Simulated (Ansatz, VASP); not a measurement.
## Si in VASP and in Ansatz

INCAR

```
PREC     = Accurate       # precision mode
ENCUT    = 520            # plane-wave cutoff, eV
EDIFF    = 1E-7           # SCF threshold, eV
ISMEAR   = 0              # smearing method
SIGMA    = 0.15           # smearing width, eV
LREAL    = False          # projectors in reciprocal space
LASPH    = True           # aspherical terms in the spheres
NELM     = 60             # most SCF steps
ALGO     = Normal         # electronic algorithm
ISIF     = 2              # what is computed and relaxed
LWAVE    = False          # write WAVECAR
LCHARG   = False          # write CHGCAR
GGA      = CA             # functional
NBANDS   = 11             # bands
```

KPOINTS

```
Automatic mesh
0
Gamma
  22 22 22
```

The input POSCAR:

```
Si
1.0
   -2.1727943633      2.1727943633      1.5833390832
    2.1727943633     -2.1727943633      1.5833390832
    2.1727943633      2.1727943633     -1.5833390832
Si
2
Direct
    0.2500000000      0.7500000000      0.5000000000
    0.5000000000      0.5000000000      0.0000000000
```

Input for Ansatz:

```yaml
crystal:
  lattice:
    - [-2.1727943633, 2.1727943633, 1.5833390832]
    - [2.1727943633, -2.1727943633, 1.5833390832]
    - [2.1727943633, 2.1727943633, -1.5833390832]
  atoms:
    - { symbol: Si, position: [0.25, 0.75, 0.5] }
    - { symbol: Si, position: [0.5, 0.5, 0.0] }
basis:
  ecutwfc: 420
kpoints:
  mp_grid: { grid: [22, 22, 22] }
hamiltonian:
  xc: lda
scf:
  occupations: { method: gaussian, width: 0.15 }
output:
  forces: true
  stress: true
  eigenvalues: true
```

Alike in both runs: task single point; functional LDA; k mesh 22 × 22 × 22; occupations gaussian, width 0.15 eV; no spin polarisation.

|  | VASP | Ansatz |
| --- | --- | --- |
| version | VASP 6.6.1 | Ansatz 0.2.0 |
| potentials or method | VASP PAW LDA potentials, release 64 (Si), cutoff 520 eV | scalar-relativistic, plane waves, PAW |
| valence electrons in the cell | 8 | 8 |

|  | VASP | Ansatz | Ansatz less VASP |
| --- | --- | --- | --- |
| gap on the k mesh at the Fermi level (eV) | none | none | - |
| pressure (GPa) | 11.6 | 11.5 | -0.09 |
| traceless stress, the component that is largest in VASP (GPa) | -10.56 | -10.52 | +0.045 |

LDA's correlation is that of Perdew and Zunger in VASP and of Perdew and Wang (1992) in Ansatz. A gap of «none» marks a metal or a gap that the smearing closes.
